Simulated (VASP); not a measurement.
# La (Im-3m) in VASP: a series of runs, part 3 of 3

VASP 6.6.1.

## 4. Relaxation of cell and atoms, r2SCAN, target pressure 10 GPa, at which the enthalpy is minimised

This run uses another cell than the first one, of 38.32 Å³/atom, 0.998 times its volume.

File POSCAR:

```
La
1.0
   -2.1238310700      2.1238310700      2.1238310700
    2.1238310700     -2.1238310700      2.1238310700
    2.1238310700      2.1238310700     -2.1238310700
La
1
Direct
    0.0000000000      0.0000000000      0.0000000000
```

File INCAR.step1:

```
SYSTEM = La
ALGO     = Normal         ! electronic algorithm
EDIFF    = 1E-4           ! SCF threshold, eV
ENCUT    = 600            ! plane-wave cutoff, eV
GGA      = PE             ! functional
ISMEAR   = -1             ! smearing method
LASPH    = .TRUE.         ! aspherical terms in the spheres
LCHARG   = .FALSE.        ! write CHGCAR
LREAL    = .FALSE.        ! projectors in reciprocal space
LWAVE    = .TRUE.         ! write WAVECAR
NELM     = 80             ! most SCF steps
PREC     = Accurate       ! precision mode
SIGMA    = 0.1            ! smearing width, eV
```

File INCAR.step2:

```
SYSTEM = La
ALGO     = Normal         ! electronic algorithm
EDIFF    = 1E-6           ! SCF threshold, eV
EDIFFG   = -0.03          ! ionic threshold
ENCUT    = 600            ! plane-wave cutoff, eV
IBRION   = 2              ! ionic algorithm
ISIF     = 3              ! what is computed and relaxed
ISMEAR   = -1             ! smearing method
ISTART   = 1            
LASPH    = .TRUE.         ! aspherical terms in the spheres
LCHARG   = .FALSE.        ! write CHGCAR
LMIXTAU  = .TRUE.       
LREAL    = .FALSE.        ! projectors in reciprocal space
LWAVE    = .FALSE.        ! write WAVECAR
METAGGA  = R2SCAN         ! meta-GGA
NELM     = 80             ! most SCF steps
NSW      = 50             ! ionic steps
PREC     = Accurate       ! precision mode
PSTRESS  = 100.0        
SIGMA    = 0.1            ! smearing width, eV
```

File KPOINTS:

```
k-points
0
G
  11 11 11
  0 0 0
```

Potentials or basis: VASP PAW PBE potentials, release 64 (La).

Started as:

```sh
$ cat potpaw_PBE.64/La/POTCAR > POTCAR
$ cp INCAR.step1 INCAR
$ mpirun -np 1 vasp_std > vasp.out
$ cp INCAR.step2 INCAR
$ mpirun -np 1 vasp_std > vasp.out
```

OUTCAR:

```text
SYSTEM = La
   EDIFF = 1E-6
   EDIFFG = -0.03
   ENCUT = 600
   IBRION = 2
   ISIF = 3
   ISMEAR = -1
   ISTART = 1
   LASPH = .TRUE.
   LREAL = .FALSE.
   METAGGA = R2SCAN
   NELM = 80
   NSW = 50
   PREC = Accurate
   PSTRESS = 100.0

 ion  position               nearest neighbor table
   1  0.000  0.000  0.000-

  LATTYP: Found a body centered cubic cell.
 ALAT       =     4.2476621400

  Lattice vectors:

 A1 = (  -2.1238310700,   2.1238310700,   2.1238310700)
 A2 = (   2.1238310700,  -2.1238310700,   2.1238310700)
 A3 = (   2.1238310700,   2.1238310700,  -2.1238310700)

Analysis of symmetry for initial positions (statically):
=====================================================================
 Subroutine PRICEL returns:
 Original cell was already a primitive cell.

 Routine SETGRP: Setting up the symmetry group for a
 body centered cubic supercell.

 Subroutine GETGRP returns: Found 48 space group operations
 (whereof 48 operations were pure point group operations)
 out of a pool of 48 trial point group operations.

The static configuration has the point symmetry O_h .

Analysis of symmetry for dynamics (positions and initial velocities):
=====================================================================
 Subroutine PRICEL returns:
 Original cell was already a primitive cell.

 Routine SETGRP: Setting up the symmetry group for a
 body centered cubic supercell.

 Subroutine GETGRP returns: Found 48 space group operations
 (whereof 48 operations were pure point group operations)
 out of a pool of 48 trial point group operations.

The dynamic configuration has the point symmetry O_h .

 Subroutine INISYM returns: Found 48 space group operations
 (whereof 48 operations are pure point group operations),
 and found     1 'primitive' translations

----------------------------------------------------------------------------------------

                                     Primitive cell

  volume of cell :      38.3195

  direct lattice vectors                    reciprocal lattice vectors
    -2.123831070  2.123831070  2.123831070     0.000000000  0.235423621  0.235423621
     2.123831070 -2.123831070  2.123831070     0.235423621  0.000000000  0.235423621
     2.123831070  2.123831070 -2.123831070     0.235423621  0.235423621  0.000000000

[... 90 lines left out ...]
   TEBEG  =    0.0;   TEEND  =   0.0 temperature during run
   PSTRESS=  100.0 pullay stress
   NELECT =      11.0000    total number of electrons
   NUPDOWN=      -1.0000    fix difference up-down
   EMIN   =  10.00;   EMAX   =-10.00  energy-range for DOS
   EFERMI =   0.00;   METHOD = LEGACY
   ISMEAR =    -1;   SIGMA  =   0.10  broadening in eV -4-tet -1-fermi 0-gaus
   EFERMI_NEDOS =   21; number of points for ismear=-14 and -15
   IALGO  =     38    algorithm
   IMIX   =      4    mixing-type and parameters
     AMIX     =   0.40;   BMIX     =  1.00
     AMIX_MAG =   1.60;   BMIX_MAG =  1.00
  volume/ion in A,a.u.               =      38.32       258.59
  Fermi-wavevector in a.u.,A,eV,Ry     =   1.079939  2.040788 15.868033  1.166268
  Thomas-Fermi vector in A             =   2.215917
   LORBIT       =      0    0 simple, 1 ext, 2 COOP (PROOUT), +10 PAW based schemes
   METAGGA = R2SCAN    functional components
   LHFCALC =     F    Hartree Fock is set to
   AEXX    =    0.0000 exact exchange contribution
   IVDW    =     0    specifies the selected vdW correction
   LEPSILON=     F    determine dielectric tensor
   LRPA    =     F    only Hartree local field effects (RPA)
 conjugate gradient relaxation of ions
 non-spin polarized calculation
  energy-cutoff  :      600.00
  volume of cell :       38.32
 maximum number of plane-waves:      1298
 NGX is ok and might be reduce to    30
   NGX = 15   NGY = 15   NGZ = 15

--------------------------------------- Ionic step        1  -------------------------------------------

 number of electron      11.0000001 magnetization

 Free energy of the ion-electron system (eV)
  ---------------------------------------------------
  ext. energy  EPLUGINS =         0.00000000
  ---------------------------------------------------
  free energy    TOTEN  =       -29.66634054 eV

  energy without entropy =      -29.58401160  energy(sigma->0) =      -29.62517607

 E-fermi :   7.7112     XC(G=0): -10.0919

 val. band max:        7.7013557929   @ k =  -0.2727   0.3636   0.0909
 cond. band min:       7.7216810320   @ k =   0.3636   0.0909  -0.0000
 fundamental gap:      0.0203252391
 Fermi energy:         7.7112445593

 k-point     1 :       0.0000    0.0000    0.0000
  band No.  band energies     occupation
      1     -26.4658      2.00000
      2      -9.0273      2.00000
      3      -9.0273      2.00000
      4      -9.0273      2.00000
      5       4.3009      2.00000
      6       9.3688      0.00000
      7       9.3689      0.00000
      8       9.3689      0.00000
      9       9.4336      0.00000
[... 349 lines left out ...]
--------------------------------------- Ionic step        3  -------------------------------------------

 number of electron      10.9999999 magnetization

 Free energy of the ion-electron system (eV)
  ---------------------------------------------------
  ext. energy  EPLUGINS =         0.00000000
  ---------------------------------------------------
  free energy    TOTEN  =       -29.39476120 eV

  energy without entropy =      -29.32116831  energy(sigma->0) =      -29.35796475

 E-fermi :  10.7295     XC(G=0): -11.4630

 val. band max:       10.7232895402   @ k =   0.2727   0.0909   0.0000
 cond. band min:      10.7411918116   @ k =   0.1818   0.1818   0.0909
 fundamental gap:      0.0179022714
 Fermi energy:        10.7294788782

 k-point     1 :       0.0000    0.0000    0.0000
  band No.  band energies     occupation
      1     -23.1727      2.00000
      2      -4.8547      2.00000
      3      -4.8547      2.00000
      4      -4.8547      2.00000
      5       7.9955      2.00000
      6      12.6704      0.00000
      7      12.6704      0.00000
      8      12.6704      0.00000
      9      12.7717      0.00000
[... 308 lines left out ...]
  energy  without entropy=      -29.3211683105  energy(sigma->0) =      -29.35796475

  enthalpy is  TOTEN    =       -27.6071171027 eV   P V=        1.7876440963

 reached required accuracy - stopping structural energy minimisation
```

OSZICAR.step1:

```text
N       E                     dE             d eps       ncg     rms          rms(c)
DAV:   1     0.106158656417E+03    0.10616E+03   -0.42369E+03  1008   0.171E+03
DAV:   2     0.156439089216E+01   -0.10459E+03   -0.10354E+03  1560   0.209E+02
DAV:   3    -0.441057196479E+01   -0.59750E+01   -0.57928E+01  1460   0.836E+01
DAV:   4    -0.478617682433E+01   -0.37560E+00   -0.36951E+00  1827   0.199E+01
DAV:   5    -0.480614251809E+01   -0.19966E-01   -0.19948E-01  1663   0.395E+00    0.203E+00
DAV:   6    -0.479776804951E+01    0.83745E-02   -0.17023E-02  1856   0.156E+00    0.121E+00
DAV:   7    -0.479903393250E+01   -0.12659E-02   -0.46918E-02  1208   0.233E+00    0.210E-01
DAV:   8    -0.479957422130E+01   -0.54029E-03   -0.21050E-03  2015   0.565E-01    0.233E-01
DAV:   9    -0.480089798086E+01   -0.13238E-02   -0.13135E-03  1990   0.380E-01    0.262E-01
DAV:  10    -0.480025222043E+01    0.64576E-03   -0.85041E-04  1998   0.370E-01    0.378E-01
DAV:  11    -0.479536531395E+01    0.48869E-02   -0.14260E-02  1172   0.137E+00    0.705E-01
DAV:  12    -0.479905539609E+01   -0.36901E-02   -0.66113E-03  1285   0.105E+00    0.507E-01
DAV:  13    -0.480305807522E+01   -0.40027E-02   -0.20589E-02  1179   0.160E+00    0.160E-01
DAV:  14    -0.480328667091E+01   -0.22860E-03   -0.20393E-03  1980   0.665E-01    0.370E-02
DAV:  15    -0.480328251033E+01    0.41606E-05   -0.13294E-05   787   0.386E-02
   1 F= -.48032825E+01 E0= -.47583496E+01  d E =-.898659E-01
```

Run time: 4.7 min. Hardware: 1 thread of Intel Xeon 6975P-C, shared host; peak memory 0.21 GiB.

Results:

| Property | Result |
| --- | --- |
| Free energy | -29.3948 eV |
| Relaxed volume | 28.64 Å³/atom |
| Relaxed cell | a = 3.338 Å, b = 3.338 Å, c = 3.338 Å, α = 109.47°, β = 109.47°, γ = 109.47° |
| Space group after relaxing (to 0.05 Å) | Im-3m (No. 229) |
| Energy change on relaxing (the enthalpy is what falls) | +271.6 meV/atom |
| Ionic steps | 3 |
| Pressure after relaxing | 10.1 GPa |

Step by step:
```csv
step,energy change (eV),largest force (eV/Å),pressure (GPa),volume (Å³)
1,0.0000,0.0000,0.14,38.32
2,0.4147,0.0000,13.38,26.67
3,0.2716,0.0000,10.13,28.64
```

Final structure:
```
La
1.0
    -1.92742    1.92742    1.92742
     1.92742   -1.92742    1.92742
     1.92742    1.92742   -1.92742
La
1
Direct
  0.00000 0.00000 0.00000
```

Levels at points of the mesh, in eV from the Fermi level:
| k point | band 1 | band 2 | band 3 | band 4 | band 5 | band 6 | band 7 | band 8 | band 9 |
| --- | --- | --- | --- | --- | --- | --- | --- | --- | --- |
| (0.00, 0.00, 0.00) | -33.90 | -15.58 | -15.58 | -15.58 | -2.73 | 1.94 | 1.94 | 1.94 | 2.04 |

Caveat: the cell is relaxed towards a set pressure, so the enthalpy falls and the energy may rise; the volume moved by over 15 % at a fixed basis, so the end points are rough; the PAW data sets were made with another functional, which shifts forces and pressure a little; spin-orbit coupling is left out, which moves the levels of the heavy elements.

## 5. Relaxation of cell and atoms, r2SCAN, target pressure 20 GPa, at which the enthalpy is minimised

This run uses another cell than the first one, of 38.32 Å³/atom, 0.998 times its volume.

POSCAR is that of step 4.

File INCAR.step1:

```
PREC     = Accurate       # precision mode
ENCUT    = 600            # plane-wave cutoff, eV
ISMEAR   = -1             # smearing method
SIGMA    = 0.1            # smearing width, eV
LREAL    = False          # projectors in reciprocal space
LASPH    = True           # aspherical terms in the spheres
NELM     = 60             # most SCF steps
GGA      = PE             # functional
ALGO     = Normal         # electronic algorithm
EDIFF    = 1E-4           # SCF threshold, eV
LWAVE    = True           # write WAVECAR
LCHARG   = False          # write CHGCAR
```

File INCAR.step2:

```
PREC     = Accurate       # precision mode
ENCUT    = 600            # plane-wave cutoff, eV
EDIFF    = 1E-6           # SCF threshold, eV
ISMEAR   = -1             # smearing method
SIGMA    = 0.1            # smearing width, eV
LREAL    = False          # projectors in reciprocal space
LASPH    = True           # aspherical terms in the spheres
NELM     = 60             # most SCF steps
ALGO     = Normal         # electronic algorithm
ISIF     = 3              # what is computed and relaxed
LWAVE    = False          # write WAVECAR
LCHARG   = False          # write CHGCAR
METAGGA  = R2SCAN         # meta-GGA
LMIXTAU  = True         
IBRION   = 2              # ionic algorithm
NSW      = 50             # ionic steps
EDIFFG   = -0.03          # ionic threshold
PSTRESS  = 200.0        
ISTART   = 1
```

File KPOINTS:

```
regular mesh
0
Gamma
  11 11 11
```

Started as:

```sh
$ cat potpaw_PBE.64/La/POTCAR > POTCAR
$ cp INCAR.step1 INCAR
$ mpirun -np 1 vasp_std > vasp.out
$ cp INCAR.step2 INCAR
$ mpirun -np 1 vasp_std > vasp.out
```

Wall time 8.3 min (1 thread of Intel Xeon 6975P-C, shared host); peak memory 0.23 GiB.

The run converged. Its results:

* Free energy: -29.0043 eV
* Relaxed volume: 24.26 Å³/atom
* Relaxed cell: a = 3.159 Å, b = 3.159 Å, c = 3.159 Å, α = 109.47°, β = 109.47°, γ = 109.47°
* Space group after relaxing (to 0.05 Å): Im-3m (No. 229)
* Energy change on relaxing (the enthalpy is what falls): +662.1 meV/atom
* Ionic steps: 5
* Pressure after relaxing: 20.0 GPa

The path:
```csv
step,energy change (eV),largest force (eV/Å),pressure (GPa),volume (Å³)
1,0.0000,0.0000,0.14,38.32
2,2.3883,0.0000,81.40,17.55
3,0.5722,0.0000,17.60,25.02
4,0.6222,0.0000,18.93,24.59
5,0.6621,0.0000,19.97,24.26
```

Final structure:
```
CELL_PARAMETERS angstrom
-1.82356 1.82356 1.82356
1.82356 -1.82356 1.82356
1.82356 1.82356 -1.82356
ATOMIC_POSITIONS crystal
La 0.00000 0.00000 0.00000
```

Levels at points of the mesh, in eV from the Fermi level:
| k point | band 4 | band 5 | band 6 | band 7 | band 8 | band 9 |
| --- | --- | --- | --- | --- | --- | --- |
| (0.00, 0.00, 0.00) | -14.78 | -1.81 | 2.09 | 2.11 | 2.11 | 2.11 |

Caveat: the cell is relaxed towards a set pressure, so the enthalpy falls and the energy may rise; the volume moved by over 15 % at a fixed basis, so the end points are rough; the PAW data sets were made with another functional, which shifts forces and pressure a little; spin-orbit coupling is left out, which moves the levels of the heavy elements.

## 6. Relaxation of cell and atoms, r2SCAN, target pressure 30 GPa, at which the enthalpy is minimised

This run uses another cell than the first one, of 38.32 Å³/atom, 0.998 times its volume.

POSCAR is that of step 5.

File INCAR.step1:

```
SYSTEM = La
ALGO = Normal
EDIFF = 1E-4
ENCUT = 600
GGA = PE
ISMEAR = -1
LASPH = .True.
LCHARG = .False.
LREAL = .False.
LWAVE = .True.
NELM = 60
PREC = Accurate
SIGMA = 0.1
```

File INCAR.step2:

```
SYSTEM = La
ALGO = Normal
EDIFF = 1E-6
EDIFFG = -0.03
ENCUT = 600
IBRION = 2
ISIF = 3
ISMEAR = -1
ISTART = 1
LASPH = .True.
LCHARG = .False.
LMIXTAU = .True.
LREAL = .False.
LWAVE = .False.
METAGGA = R2SCAN
NELM = 60
NSW = 50
PREC = Accurate
PSTRESS = 300.0
SIGMA = 0.1
```

File KPOINTS:

```
k-points
0
Gamma
  11 11 11
  0 0 0
```

Potentials or basis: VASP PAW PBE potentials, release 64 (La).

Started as:

```sh
$ cat potpaw_PBE.64/La/POTCAR > POTCAR
$ cp INCAR.step1 INCAR
$ mpirun -np 1 vasp_std > vasp.out
$ cp INCAR.step2 INCAR
$ mpirun -np 1 vasp_std > vasp.out
```

Run time: 13 min. Hardware: 1 thread of Intel Xeon 6975P-C, shared host; peak memory 0.25 GiB.

It converged, with:

```
Free energy                                            : -28.6398 eV
Relaxed volume                                         : 21.89 Å³/atom
Relaxed cell                                           : a = 3.052 Å, b = 3.052 Å, c = 3.052 Å, α = 109.47°, β = 109.47°, γ = 109.47°
Space group after relaxing (to 0.05 Å)                 : Im-3m (No. 229)
Energy change on relaxing (the enthalpy is what falls) : +1026.6 meV/atom
Ionic steps                                            : 7
Pressure after relaxing                                : 30.0 GPa
```

Step by step:
| step | energy change (eV) | largest force (eV/Å) | pressure (GPa) | volume (Å³) |
| --- | --- | --- | --- | --- |
| 1 | 0.0000 | 0.0000 | 0.14 | 38.32 |
| 2 | 11.6990 | 0.0000 | 479.59 | 10.79 |
| 3 | 0.1357 | 0.0000 | 6.71 | 31.25 |
| 4 | 0.3323 | 0.0000 | 11.49 | 27.74 |
| 5 | 1.1955 | 0.0000 | 35.27 | 21.06 |
| 6 | 0.9779 | 0.0000 | 28.78 | 22.16 |
| 7 | 1.0266 | 0.0000 | 30.02 | 21.89 |

Final structure:
```
CELL_PARAMETERS angstrom
-1.76225 1.76225 1.76225
1.76225 -1.76225 1.76225
1.76225 1.76225 -1.76225
ATOMIC_POSITIONS crystal
La 0.00000 0.00000 0.00000
```

Levels at points of the mesh, in eV from the Fermi level:
```tsv
k point	band 3	band 4	band 5	band 6	band 7	band 8	band 9
(0.00, 0.00, 0.00)	-14.23	-14.23	-1.01	2.08	2.08	2.08	2.16
```

Caveat: the cell is relaxed towards a set pressure, so the enthalpy falls and the energy may rise; the volume moved by over 15 % at a fixed basis, so the end points are rough; the PAW data sets were made with another functional, which shifts forces and pressure a little; spin-orbit coupling is left out, which moves the levels of the heavy elements.

## 7. Relaxation of cell and atoms, r2SCAN, target pressure 40 GPa, at which the enthalpy is minimised

This run uses another cell than the first one, of 38.32 Å³/atom, 0.998 times its volume.

POSCAR is that of step 6.

Changes to INCAR.step1 since step 6:

```diff
@@ -10,3 +10,3 @@
 LWAVE = .True.
-NELM = 60
+NELM = 80
 PREC = Accurate
```

Changes to INCAR.step2 since step 6:

```diff
@@ -2,3 +2,3 @@
 ALGO = Normal
-EDIFF = 1E-6
+EDIFF = 1E-7
 EDIFFG = -0.03
@@ -15,6 +15,6 @@
 METAGGA = R2SCAN
-NELM = 60
+NELM = 80
 NSW = 50
 PREC = Accurate
-PSTRESS = 300.0
+PSTRESS = 400.0
 SIGMA = 0.1
```

KPOINTS is that of step 6.

Started as:

```sh
$ cat potpaw_PBE.64/La/POTCAR > POTCAR
$ cp INCAR.step1 INCAR
$ mpirun -np 1 vasp_std > vasp.out
$ cp INCAR.step2 INCAR
$ mpirun -np 1 vasp_std > vasp.out
```

Run time: 19 min. Hardware: 1 thread of Intel Xeon 6975P-C, shared host; peak memory 0.29 GiB.

Results (log left out):

* Free energy: -28.3270 eV
* Relaxed volume: 20.44 Å³/atom
* Relaxed cell: a = 2.984 Å, b = 2.984 Å, c = 2.984 Å, α = 109.47°, β = 109.47°, γ = 109.47°
* Space group after relaxing (to 0.05 Å): Im-3m (No. 229)
* Energy change on relaxing (the enthalpy is what falls): +1339.3 meV/atom
* Ionic steps: 10
* Pressure after relaxing: 40.1 GPa

The path:
| step | energy change (eV) | largest force (eV/Å) | pressure (GPa) | volume (Å³) |
| --- | --- | --- | --- | --- |
| 1 | 0.0000 | 0.0000 | 0.15 | 38.32 |
| 2 | 44.3101 | 0.0000 | 2370.27 | 6.04 |
| 3 | 0.0634 | 0.0000 | 4.24 | 33.38 |
| 4 | 0.1891 | 0.0000 | 8.17 | 30.09 |
| 5 | 1.5808 | 0.0000 | 49.30 | 19.57 |
| 6 | 1.1959 | 0.0000 | 35.36 | 21.06 |
| 7 | 1.3182 | 0.0000 | 39.31 | 20.53 |
| 8 | 1.3900 | 0.0000 | 41.91 | 20.25 |
| 9 | 1.2361 | 0.0000 | 36.78 | 20.88 |
| 10 | 1.3393 | 0.0000 | 40.05 | 20.44 |

Final structure:
```cif
data_structure
_symmetry_space_group_name_H-M 'P 1'
_symmetry_Int_Tables_number 1
_cell_length_a 2.9836
_cell_length_b 2.9836
_cell_length_c 2.9836
_cell_angle_alpha 109.471
_cell_angle_beta 109.471
_cell_angle_gamma 109.471
_cell_volume 20.44
loop_
_atom_site_label
_atom_site_type_symbol
_atom_site_fract_x
_atom_site_fract_y
_atom_site_fract_z
_atom_site_occupancy
La1 La 0.00000 0.00000 0.00000 1
```

Levels at points of the mesh, in eV from the Fermi level:
| k point | band 3 | band 4 | band 5 | band 6 | band 7 | band 8 | band 9 |
| --- | --- | --- | --- | --- | --- | --- | --- |
| (0.00, 0.00, 0.00) | -13.83 | -13.83 | -0.35 | 2.03 | 2.03 | 2.03 | 2.20 |

Caveat: the cell is relaxed towards a set pressure, so the enthalpy falls and the energy may rise; the volume moved by over 15 % at a fixed basis, so the end points are rough; the PAW data sets were made with another functional, which shifts forces and pressure a little; spin-orbit coupling is left out, which moves the levels of the heavy elements.

## 8. Overview

| task | cell | cutoff (eV) | gap on the mesh (eV) | pressure (GPa) |
| --- | --- | --- | --- | --- |
| single point | a = 3.681 Å, angles 109.5°, 1 atom | 520 | none | 0.1 |
| relaxation of cell and atoms | relaxed from a = 3.679 Å, angles 109.5°, 1 atom | 600 | none | 0.0 |
| relaxation of cell and atoms | relaxed to 10 GPa from a = 3.679 Å, angles 109.5°, 1 atom | 600 | none | 10.1 |
| relaxation of cell and atoms | relaxed to 20 GPa from a = 3.679 Å, angles 109.5°, 1 atom | 600 | none | 20.0 |
| relaxation of cell and atoms | relaxed to 30 GPa from a = 3.679 Å, angles 109.5°, 1 atom | 600 | none | 30.0 |
| relaxation of cell and atoms | relaxed to 40 GPa from a = 3.679 Å, angles 109.5°, 1 atom | 600 | none | 40.1 |

Alike in all rows: level r2SCAN; potentials or basis VASP PAW PBE potentials, release 64 (La); no spin polarisation; k mesh 11 × 11 × 11; smearing fermi-dirac 0.1 eV.

Caveats: the PAW data sets were made with another functional, which shifts forces and pressure a little; spin-orbit coupling is left out, which moves the levels of the heavy elements; the cell is relaxed towards a set pressure, so the enthalpy falls and the energy may rise (some runs); the volume moved by over 15 % at a fixed basis, so the end points are rough (some runs).

Total energies depend on the potentials used, so only differences within one code and one set of settings carry meaning.
